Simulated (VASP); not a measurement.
# Ni (Fm-3m) in VASP: further runs

Ni is run at these levels: LDA; tasks: single point.

Everything below comes from runs of VASP 6.6.1. Logs are shortened: lines on timing, memory, paths and dates and some standing lists are left out, and cuts for length are marked.

### 1 The cell of the first run

The structure is cubic, space group Fm-3m (No. 225). Conventional cell: a = 3.556 Å, b = 3.556 Å, c = 3.556 Å, α = 90.00°, β = 90.00°, γ = 90.00°. Ni (site symmetry m-3m) has 12 Ni at 2.51 Å within 3.3 Å.

### 2 Single point, LDA, collinear spin, ferromagnetic start (11.24 Å³/atom)

INCAR reads:

```
PREC = Accurate ; ENCUT = 520
EDIFF = 1E-7 ; ISMEAR = 0
SIGMA = 0.15 ; LREAL = F
LASPH = T ; NELM = 150
ALGO = Normal ; ISIF = 2
LWAVE = F ; LCHARG = F
ISPIN = 2 ; MAGMOM = 1
LORBIT = 11 ; NUPDOWN = 1.0
LMAXMIX = 4 ; NBANDS = 15
```

KPOINTS reads:

```
Automatic mesh
0
Gamma
  24 24 24
```

POSCAR reads:

```
Ni
1.0
    0.0000000000      1.7780249946      1.7780249946
    1.7780249946      0.0000000000      1.7780249946
    1.7780249946      1.7780249946      0.0000000000
Ni
1
Direct
    0.0000000000      0.0000000000      0.0000000000
```

Potentials or basis: VASP PAW LDA potentials, release 64 (Ni).

Launch:

```console
$ cat potpaw_LDA.64/Ni/POTCAR > POTCAR
$ mpirun -np 1 vasp_std > vasp.out
```

OUTCAR:

```text
PREC = Accurate
   ENCUT = 520
   EDIFF = 1E-7
   ISMEAR = 0
   LREAL = F
   LASPH = T
   NELM = 150
   ISIF = 2
   ISPIN = 2
   LORBIT = 11
   NUPDOWN = 1.0

 ion  position               nearest neighbor table
   1  0.000  0.000  0.000-

  LATTYP: Found a face centered cubic cell.
 ALAT       =     3.5560499892

  Lattice vectors:

 A1 = (   0.0000000000,   1.7780249946,   1.7780249946)
 A2 = (   1.7780249946,   0.0000000000,   1.7780249946)
 A3 = (   1.7780249946,   1.7780249946,   0.0000000000)

Analysis of symmetry for initial positions (statically):
=====================================================================
 Subroutine PRICEL returns:
 Original cell was already a primitive cell.

 Routine SETGRP: Setting up the symmetry group for a
 face centered cubic supercell.

 Subroutine GETGRP returns: Found 48 space group operations
 (whereof 48 operations were pure point group operations)
 out of a pool of 48 trial point group operations.

The static configuration has the point symmetry O_h .

Analysis of symmetry for dynamics (positions and initial velocities):
=====================================================================
 Subroutine PRICEL returns:
 Original cell was already a primitive cell.

 Routine SETGRP: Setting up the symmetry group for a
 face centered cubic supercell.

 Subroutine GETGRP returns: Found 48 space group operations
 (whereof 48 operations were pure point group operations)
 out of a pool of 48 trial point group operations.

The dynamic configuration has the point symmetry O_h .

Analysis of structural, dynamic, and magnetic symmetry:
=====================================================================
 Subroutine PRICEL returns:
 Original cell was already a primitive cell.

 Routine SETGRP: Setting up the symmetry group for a
 face centered cubic supercell.

 Subroutine GETGRP returns: Found 48 space group operations
 (whereof 48 operations were pure point group operations)
 out of a pool of 48 trial point group operations.

The overall configuration has the point symmetry O_h .

 Subroutine INISYM returns: Found 48 space group operations
 (whereof 48 operations are pure point group operations),
 and found     1 'primitive' translations

----------------------------------------------------------------------------------------

                                     Primitive cell

  volume of cell :      11.2420

  direct lattice vectors                    reciprocal lattice vectors
     0.000000000  1.778024995  1.778024995    -0.281210895  0.281210895  0.281210895
     1.778024995  0.000000000  1.778024995     0.281210895 -0.281210895  0.281210895
     1.778024995  1.778024995  0.000000000     0.281210895  0.281210895 -0.281210895

  length of vectors
     2.514507062  2.514507062  2.514507062     0.487071558  0.487071558  0.487071558

  position of ions in fractional coordinates (direct lattice)
     0.000000000  0.000000000  0.000000000

  ion indices of the primitive-cell ions
   primitive index   ion index
                 1           1

----------------------------------------------------------------------------------------

 KPOINTS: Automatic mesh

Automatic generation of k-mesh.
 Grid dimensions read from file:
 generate k-points for:   24   24   24

 Generating k-lattice:

  Cartesian coordinates                     Fractional coordinates (reciprocal lattice)
    -0.011717121  0.011717121  0.011717121     0.041666667  0.000000000  0.000000000
     0.011717121 -0.011717121  0.011717121     0.000000000  0.041666667  0.000000000
     0.011717121  0.011717121 -0.011717121     0.000000000  0.000000000  0.041666667

  Length of vectors
     0.020294648  0.020294648  0.020294648

  Shift w.r.t. Gamma in fractional coordinates (k-lattice)
     0.000000000  0.000000000  0.000000000

 Subroutine IBZKPT returns following result:
 ===========================================

 Found    413 irreducible k-points:

 Following reciprocal coordinates:
            Coordinates               Weight
  0.000000  0.000000  0.000000      1.000000
  0.041667  0.000000  0.000000      8.000000
  0.083333  0.000000  0.000000      8.000000
  0.125000  0.000000  0.000000      8.000000
  0.166667  0.000000  0.000000      8.000000
  0.208333  0.000000  0.000000      8.000000
[... 16 lines left out ...]
  0.416667  0.041667  0.000000     24.000000
  0.458333  0.041667  0.000000     24.000000
 [... further k-points ...]
   k-points           NKPTS =    413   k-points in BZ     NKDIM =    413   number of bands    NBANDS=     15
   number of dos      NEDOS =    301   number of ions     NIONS =      1
   total plane-waves  NPLWV =   8000
   dimension x,y,z NGX =    20 NGY =   20 NGZ =   20
   dimension x,y,z NGXF=    40 NGYF=   40 NGZF=   40
   ions per type =               1
   NGX,Y,Z   is equivalent  to a cutoff of  13.22, 13.22, 13.22 a.u.
   NGXF,Y,Z  is equivalent  to a cutoff of  26.45, 26.45, 26.45 a.u.
 SYSTEM =  unknown system
   PREC   = accura    normal or accurate (medium, high low for compatibility)
   ISTART =      0    job   : 0-new  1-cont  2-samecut
   ICHARG =      2    charge: 1-file 2-atom 10-const
   ISPIN  =      2    spin polarized calculation?
   LNONCOLLINEAR =      F non collinear calculations
   LSORBIT =      F    spin-orbit coupling
   LASPH  =      T    aspherical Exc in radial PAW
   ENCUT  =  520.0 eV  38.22 Ry    6.18 a.u.   4.68  4.68  4.68*2*pi/ulx,y,z
   NELM   =    150;   NELMIN=  2; NELMDL= -5     # of ELM steps
   EDIFF  = 0.1E-06   stopping-criterion for ELM
   LREAL  =      F    real-space projection
   EDIFFG = 0.1E-05   stopping-criterion for IOM
   NSW    =      0    number of steps for IOM
   IBRION =     -1    ionic relax: 0-MD 1-quasi-New 2-CG
   NFREE  =      0    steps in history (QN), initial steepest desc. (CG)
   ISIF   =      2    stress and relaxation
   ISYM   =      2    0-nonsym 1-usesym 2-fastsym
   POTIM  = 0.5000    time-step for ionic-motion
   TEBEG  =    0.0;   TEEND  =   0.0 temperature during run
   PSTRESS=    0.0 pullay stress
   NELECT =      10.0000    total number of electrons
   NUPDOWN=       1.0000    fix difference up-down
   EMIN   =  10.00;   EMAX   =-10.00  energy-range for DOS
   EFERMI =   0.00;   METHOD = LEGACY
   ISMEAR =     0;   SIGMA  =   0.15  broadening in eV -4-tet -1-fermi 0-gaus
   EFERMI_NEDOS =   21; number of points for ismear=-14 and -15
   IALGO  =     38    algorithm
   IMIX   =      4    mixing-type and parameters
     AMIX     =   0.40;   BMIX     =  1.00
     AMIX_MAG =   1.60;   BMIX_MAG =  1.00
  volume/ion in A,a.u.               =      11.24        75.86
  Fermi-wavevector in a.u.,A,eV,Ry     =   1.574443  2.975266 33.727089  2.478871
  Thomas-Fermi vector in A             =   2.675577
   LORBIT       =     11    0 simple, 1 ext, 2 COOP (PROOUT), +10 PAW based schemes
   GGA     = CA    functional components
   LHFCALC =     F    Hartree Fock is set to
   AEXX    =    0.0000 exact exchange contribution
   IVDW    =     0    specifies the selected vdW correction
   LEPSILON=     F    determine dielectric tensor
   LRPA    =     F    only Hartree local field effects (RPA)
 spin polarized calculation
 Gauss-broadening in eV      SIGMA  =   0.15
  energy-cutoff  :      520.00
  volume of cell :       11.24
 maximum number of plane-waves:       315
   NGX =  9   NGY =  9   NGZ =  9

 number of electron      10.0000005 magnetization       1.0000001

 Free energy of the ion-electron system (eV)
  ---------------------------------------------------
  ext. energy  EPLUGINS =         0.00000000
  ---------------------------------------------------
  free energy    TOTEN  =        -6.39161402 eV

  energy without entropy =       -6.37427057  energy(sigma->0) =       -6.38294230

 E-fermi :   8.4578     XC(G=0): -13.4345

 val. band max:        9.5721394508   @ k =   0.4583   0.2500   0.0000
 cond. band min:       8.4584012858   @ k =  -0.3750   0.1250   0.0000
 fundamental gap:     -1.1137381649
 Fermi energy:         9.5888229286

 spin component 1

 k-point     1 :       0.0000    0.0000    0.0000
  band No.  band energies     occupation
      1      -0.2529      1.00000
      2       6.0016      1.00000
      3       6.0016      1.00000
      4       6.0016      1.00000
      5       7.0790      1.00000
      6       7.0790      1.00000
      7      32.0360      0.00000
      8      35.4974      0.00000
      9      35.4974      0.00000
     10      35.4974      0.00000
     11      38.3206      0.00000
     12      38.3206      0.00000
     13      38.3206      0.00000
     14      41.6610      0.00000
     15      47.2099      0.00000
[... 397 lines left out ...]
 k-point    24 :       0.4583    0.0417    0.0000
  band No.  band energies     occupation
      1       3.7436      1.00000
      2       5.9957      1.00000
      3       6.0498      1.00000
      4       7.2288      1.00000
      5       7.7068      1.00000
      6       8.2697      1.00000
      7      14.6524      0.00000
      8      30.3498      0.00000
      9      31.6211      0.00000
     10      32.2840      0.00000
     11      36.1152      0.00000
     12      36.5545      0.00000
     13      41.6968      0.00000
     14      51.1057      0.00000
     15      53.4828      0.00000

 [... further k-points ...]

 spin component 2

 k-point     1 :       0.0000    0.0000    0.0000
  band No.  band energies     occupation
      1      -0.0886      1.00000
      2       6.9458      1.00000
      3       6.9458      1.00000
      4       6.9458      1.00000
      5       7.9908      0.99999
      6       7.9908      0.99999
      7      32.1183      0.00000
      8      35.6846      0.00000
      9      35.6846      0.00000
     10      35.6846      0.00000
     11      38.6473      0.00000
     12      38.6473      0.00000
     13      38.6473      0.00000
     14      41.7465      0.00000
     15      47.5300      0.00000
[... 397 lines left out ...]
 k-point    24 :       0.4583    0.0417    0.0000
  band No.  band energies     occupation
      1       4.3409      1.00000
      2       6.8705      1.00000
      3       6.9345      1.00000
      4       7.7946      1.00000
      5       8.7107      0.00856
      6       8.9545      0.00000
      7      15.2016      0.00000
      8      30.4538      0.00000
      9      31.8918      0.00000
     10      32.5503      0.00000
     11      36.3800      0.00000
     12      36.8278      0.00000
     13      42.0311      0.00000
     14      51.4457      0.00000
     15      53.7642      0.00000

 [... further k-points ...]

------------------------ aborting loop because EDIFF is reached ----------------------------------------

  FORCE on cell =-STRESS in cart. coord.  units (eV):
  Direction    XX          YY          ZZ          XY          YZ          ZX
  --------------------------------------------------------------------------------------
  -------------------------------------------------------------------------------------
  Total       -1.3061134     -1.3061134     -1.3061134      0.0000000     -0.0000000     -0.0000000
  in kB     -186.1435010   -186.1435010   -186.1435010      0.0000000     -0.0000000     -0.0000000
  external PRESSURE =    -186.1435010 kB  Pullay stress =       0.0000000 kB

 VOLUME and BASIS-vectors are now :
 -----------------------------------------------------------------------------
  energy-cutoff  :      520.00
  volume of cell :       11.24
      direct lattice vectors                 reciprocal lattice vectors
     0.000000000  1.778024995  1.778024995    -0.281210895  0.281210895  0.281210895
     1.778024995  0.000000000  1.778024995     0.281210895 -0.281210895  0.281210895
     1.778024995  1.778024995  0.000000000     0.281210895  0.281210895 -0.281210895

 POSITION                                       TOTAL-FORCE (eV/Angst)
 -----------------------------------------------------------------------------------
      0.00000      0.00000      0.00000         0.000000      0.000000      0.000000
 -----------------------------------------------------------------------------------
    total drift:                                0.000000      0.000000      0.000000

  FREE ENERGIE OF THE ION-ELECTRON SYSTEM (eV)
  ---------------------------------------------------
  free  energy   TOTEN  =        -6.3916140244 eV

  energy  without entropy=       -6.3742705739  energy(sigma->0) =       -6.38294230

 total charge

# of ion       s       p       d       tot
------------------------------------------
    1        0.499   0.491   8.262   9.252

 magnetization (x)

# of ion       s       p       d       tot
------------------------------------------
    1        0.011   0.013   0.963   0.987
```

Wall time 70 s (1 thread of Intel Xeon 6975P-C (Granite Rapids), shared host); peak memory 0.21 GiB.

What came out:

* Free energy: -6.3916 eV
* Pressure: -18.6 GPa
* Net moment: 1.00 μB per cell
* Site moments: Ni +0.99 μB
* Valence electrons inside the program's atomic spheres: Ni 9.25

Caveat: the cell stands under tension; the total moment is fixed, so each spin has its own Fermi level.

### 3 Single point, LDA, collinear spin, ferromagnetic start (11.24 Å³/atom)

INCAR reads:

```
ALGO = Normal
EDIFF = 1E-7
ENCUT = 520
ISIF = 2
ISMEAR = 0
ISPIN = 2
LASPH = T
LCHARG = T
LELF = T
LMAXMIX = 4
LORBIT = 11
LREAL = F
LVHAR = T
LWAVE = F
MAGMOM = 0.5
NBANDS = 15
NELM = 150
NUPDOWN = 0.5
PREC = Accurate
SIGMA = 0.15
```

KPOINTS reads:

```
k-points
0
Gamma
  24 24 24
```

POSCAR is that of step 2.

Potentials or basis: VASP PAW LDA potentials, release 64 (Ni).

Launch:

```console
$ cat potpaw_LDA.64/Ni/POTCAR > POTCAR
$ mpirun -np 1 vasp_std > vasp.out
```

Run time: 62 s. Hardware: 1 thread of Intel Xeon 6975P-C (Granite Rapids), shared host; peak memory 0.2 GiB.

It converged, with:

| Property | Result |
| --- | --- |
| Free energy | -6.4923 eV |
| Pressure | -22.1 GPa |
| Net moment | 0.50 μB per cell |
| Site moments | Ni +0.51 μB |
| Valence electrons inside the program's atomic spheres | Ni 9.27 |

Caveat: the cell stands under tension; the total moment is fixed, so each spin has its own Fermi level.

### 4 Single point, LDA, collinear spin, ferromagnetic start (11.24 Å³/atom)

INCAR reads:

```
PREC     = Accurate       # precision mode
ENCUT    = 520            # plane-wave cutoff, eV
EDIFF    = 1E-7           # SCF threshold, eV
ISMEAR   = 0              # smearing method
SIGMA    = 0.15           # smearing width, eV
LREAL    = F              # projectors in reciprocal space
LASPH    = T              # aspherical terms in the spheres
NELM     = 150            # most SCF steps
ALGO     = Normal         # electronic algorithm
ISIF     = 2              # what is computed and relaxed
LWAVE    = F              # write WAVECAR
LCHARG   = F              # write CHGCAR
ISPIN    = 2              # spin polarisation
MAGMOM   = 0.75           # initial moments
LORBIT   = 11             # projections on sites
NUPDOWN  = 0.75           # fixed moment
LMAXMIX  = 4              # l up to which the mixer works
NBANDS   = 15             # bands
```

KPOINTS reads:

```
regular mesh
0
Gamma
  24 24 24
```

POSCAR is that of step 3.

Potentials or basis: VASP PAW LDA potentials, release 64 (Ni).

Launch:

```console
$ cat potpaw_LDA.64/Ni/POTCAR > POTCAR
$ mpirun -np 1 vasp_std > vasp.out
```

OUTCAR:

```text
PREC = Accurate
   ENCUT = 520
   EDIFF = 1E-7
   ISMEAR = 0
   LREAL = F
   LASPH = T
   NELM = 150
   ISIF = 2
   ISPIN = 2
   LORBIT = 11
   NUPDOWN = 0.75

 ion  position               nearest neighbor table
   1  0.000  0.000  0.000-

  LATTYP: Found a face centered cubic cell.
 ALAT       =     3.5560499892

  Lattice vectors:

 A1 = (   0.0000000000,   1.7780249946,   1.7780249946)
 A2 = (   1.7780249946,   0.0000000000,   1.7780249946)
 A3 = (   1.7780249946,   1.7780249946,   0.0000000000)
[... 1070 lines left out ...]
  --------------------------------------------------------------------------------------
  -------------------------------------------------------------------------------------
  Total       -1.4670952     -1.4670952     -1.4670952     -0.0000000      0.0000000      0.0000000
  in kB     -209.0861635   -209.0861635   -209.0861635     -0.0000000      0.0000000      0.0000000
  external PRESSURE =    -209.0861635 kB  Pullay stress =       0.0000000 kB

 VOLUME and BASIS-vectors are now :
 -----------------------------------------------------------------------------
  energy-cutoff  :      520.00
  volume of cell :       11.24
      direct lattice vectors                 reciprocal lattice vectors
     0.000000000  1.778024995  1.778024995    -0.281210895  0.281210895  0.281210895
     1.778024995  0.000000000  1.778024995     0.281210895 -0.281210895  0.281210895
     1.778024995  1.778024995  0.000000000     0.281210895  0.281210895 -0.281210895

 POSITION                                       TOTAL-FORCE (eV/Angst)
 -----------------------------------------------------------------------------------
      0.00000      0.00000      0.00000         0.000000     -0.000000     -0.000000
 -----------------------------------------------------------------------------------
    total drift:                                0.000000     -0.000000      0.000000

  FREE ENERGIE OF THE ION-ELECTRON SYSTEM (eV)
  ---------------------------------------------------
  free  energy   TOTEN  =        -6.4835120061 eV

  energy  without entropy=       -6.4630821921  energy(sigma->0) =       -6.47329710

 total charge

# of ion       s       p       d       tot
------------------------------------------
    1        0.490   0.474   8.298   9.261

 magnetization (x)

# of ion       s       p       d       tot
------------------------------------------
    1       -0.001  -0.011   0.764   0.752
```

Wall time 64 s (1 thread of Intel Xeon 6975P-C (Granite Rapids), shared host); peak memory 0.2 GiB.

What came out:

```yaml
Free_energy: -6.4835 eV
Pressure: -20.9 GPa
Net_moment: 0.75 μB per cell
Site_moments: Ni +0.75 μB
Valence_electrons_inside_the_program's_atomic_spheres: Ni 9.26
```

Caveat: the cell stands under tension; the total moment is fixed, so each spin has its own Fermi level.

### 5 Summary

| fixed moment (μB) | pressure (GPa) | moment (μB) |
| --- | --- | --- |
| 1.0 | -18.6 | 1.00 |
| 0.5 | -22.1 | 0.50 |
| 0.75 | -20.9 | 0.75 |

Alike in all rows: task single point; level LDA; potentials or basis VASP PAW LDA potentials, release 64 (Ni); spin collinear, ferromagnetic start; cell as given; k mesh 24 × 24 × 24; cutoff (eV) 520; smearing gaussian 0.15 eV.

Caveats: the cell stands under tension; the total moment is fixed, so each spin has its own Fermi level.

Total energies depend on the potentials used, so only differences within one code and one set of settings carry meaning.
